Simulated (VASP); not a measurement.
Set up this calculation in VASP 6.6.1, as the native input.

```
Task                   : relaxation of cell and atoms
Functional             : PBE
Potentials or basis    : VASP PAW PBE potentials, release 64 (Li_sv, Si, C)
Cutoff                 : 600 eV
k mesh                 : 6 × 6 × 4
Occupations            : gaussian, width 0.1 eV
Spin                   : no spin polarisation
Dipole correction      : no
Further INCAR settings : ALGO = Normal; EDIFF = 1e-06; IBRION = 2; EDIFFG = -0.04; NSW = 90; ISIF = 3
```

The structure of LiSi2C2 lies in POSCAR:

```
LiSi2C2
1.0
    4.0942018160     -1.9765742977      0.0000000000
    4.0942018160      1.9765742977      0.0000000000
   -1.7876423520      0.0000000000      4.2122256534
Li Si C
1 2 2
Direct
    0.7726623868      0.7726623868      0.0107989570
    0.4285553874      0.4285553874      0.7135808118
    0.5957070411      0.5957070411      0.3736996237
    0.8577319224      0.2035941023      0.0443241437
    0.2035941023      0.8577319224      0.0443241437
```

One way to write it, as run:

INCAR

```
PREC = Accurate
ENCUT = 600
EDIFF = 1E-6
ISMEAR = 0
SIGMA = 0.1
LREAL = F
LASPH = T
NELM = 100
ALGO = Normal
ISIF = 3
LWAVE = F
LCHARG = F
GGA = PE
IBRION = 2
NSW = 90
EDIFFG = -0.04
```

KPOINTS

```
regular mesh
0
Gamma
  6 6 4
```

Potentials or basis: VASP PAW PBE potentials, release 64 (Li_sv, Si, C).

The run is started by

```console
$ cat potpaw_PBE.64/Li_sv/POTCAR potpaw_PBE.64/Si/POTCAR potpaw_PBE.64/C/POTCAR > POTCAR
$ mpirun -np 1 vasp_std > vasp.out
```

It gave:

```
Relaxed volume                        : 13.62 Å³/atom
Relaxed cell                          : a = 4.543 Å, b = 4.543 Å, c = 4.580 Å, α = 110.51°, β = 110.51°, γ = 51.46°
Space group after relaxing (to 0.1 Å) : Cm (No. 8)
Energy gained by relaxing             : 0.1 meV/atom
Ionic steps                           : 4
Pressure after relaxing               : 0.1 GPa
Largest force after relaxing          : 0.030 eV/Å
Band gap on the k mesh                : zero (an odd number of electrons rules out a gap without spin polarisation)
```

Caveat: the k points lie up to 0.37 Å⁻¹ apart in the final cell, too coarse for converged energies and pressures of a metal; the cutoff is under 1.25 times the usual one of these potentials, so pressure, stress and relaxed cells hold a basis-set (Pulay) error.

Wall time 2.5 min on 1 thread of Intel Xeon 8259CL, with other jobs on the host, peak memory 0.24 GiB.
